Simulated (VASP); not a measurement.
Crystal: Ni.

```
CELL_PARAMETERS angstrom
0.00000 1.76735 1.76735
1.76735 0.00000 1.76735
1.76735 1.76735 0.00000
ATOMIC_POSITIONS crystal
Ni 0.00000 0.00000 0.00000
```

Program: VASP 6.6.1. Alike in all runs: task single point; level PBE; potentials or basis VASP PAW PBE potentials, release 64 (Ni); cell as given; k mesh 12 × 12 × 12; cutoff (eV) 520; smearing fermi-dirac 0.1 eV.

**Question.** Order these runs on this cell by their pressure, lowest first.
A. spin collinear, ferromagnetic start; fixed moment (μB) 1.69
B. spin collinear, zero start; fixed moment (μB) 0.0
C. spin collinear, ferromagnetic start; fixed moment (μB) 0.73
D. spin collinear, ferromagnetic start; fixed moment (μB) 1.94
E. spin collinear, ferromagnetic start; fixed moment (μB) 0.97

**Answer.** B (-3.3 GPa), C (-1.5 GPa), E (0.5 GPa), A (13.5 GPa), D (21.2 GPa).

Caveats: the total moment is fixed, so each spin has its own Fermi level.
